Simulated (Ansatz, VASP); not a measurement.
## TaN in VASP and in Ansatz

```
Ta N
1.0
     4.41727    0.00000    0.00000
     0.00000   -4.41727    0.00000
     0.00000    0.00000   -4.41727
Ta N
4 4
Direct
  0.52401 0.97599 0.00000
  0.00000 0.50000 0.00000
  0.00000 0.00000 0.50000
  0.50000 0.50000 0.50000
  0.00000 0.00000 0.00000
  0.50000 0.50000 0.00000
  0.50000 0.00000 0.50000
  0.00000 0.50000 0.50000
```

Alike in both runs: task single point; functional PBE; k mesh 14 × 14 × 14; occupations gaussian, width 0.15 eV; no spin polarisation.

```csv
,VASP,Ansatz
version,VASP 6.6.1,Ansatz 0.2.0
potentials or method,"VASP PAW PBE potentials, release 64 (Ta_pv, N), cutoff 520 eV","scalar-relativistic, plane waves, PAW"
valence electrons in the cell,64,72
```

Ansatz gave:

- gap on the k mesh at the Fermi level (eV): none
- pressure (GPa): 1.2
- traceless stress, the component that is largest in VASP (GPa): -1.81
- rms of the force components (eV/Å): 0.442

**Question.** What did VASP give for the same quantities?

**Answer.** gap on the k mesh at the Fermi level (eV): none; pressure (GPa): 2.0; traceless stress, the component that is largest in VASP (GPa): -1.83; rms of the force components (eV/Å): 0.445.

Atom by atom the forces differ by 0.003 eV/Å (rms over components). A gap of «none» marks a metal or a gap that the smearing closes. With one functional, cell and mesh, what is left measures potentials, basis and numerics. VASP's potentials hold 64 valence electrons a cell and Ansatz's 72, so a difference there can come from the potentials and not from the codes.

Spin-orbit coupling is off throughout.
